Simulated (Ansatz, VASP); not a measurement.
## NiO in VASP and in Ansatz

```xyz
2
Lattice="2.6878 0.0000 0.0000 0.0000 2.6878 0.0000 0.0000 0.0000 3.2396" Properties=species:S:1:pos:R:3 pbc="T T T"
Ni    0.0000    0.0000    1.6198
O     1.3439    1.3439    1.6198
```

Alike in both runs: functional PBE; k mesh 20 × 20 × 18; occupations gaussian, width 0.1 eV; no spin polarisation.

Ansatz relaxed the structure, and its values are those at the end. VASP's run is a single point on that final structure, the one shown.

|  | VASP | Ansatz |
| --- | --- | --- |
| version | VASP 6.6.1 | Ansatz 0.2.0 |
| potentials or method | VASP PAW PBE potentials, release 64 (Ni, O), cutoff 520 eV | scalar-relativistic, plane waves, PAW |
| valence electrons in the cell | 16 | 24 |

|  | VASP | Ansatz | Ansatz less VASP |
| --- | --- | --- | --- |
| gap on the k mesh at the Fermi level (eV) | none | none | - |
| pressure (GPa) | 0.6 | 0.0 | -0.62 |

A gap of «none» marks a metal or a gap that the smearing closes. VASP's potentials hold 16 valence electrons a cell and Ansatz's 24, so a difference there can come from the potentials and not from the codes.
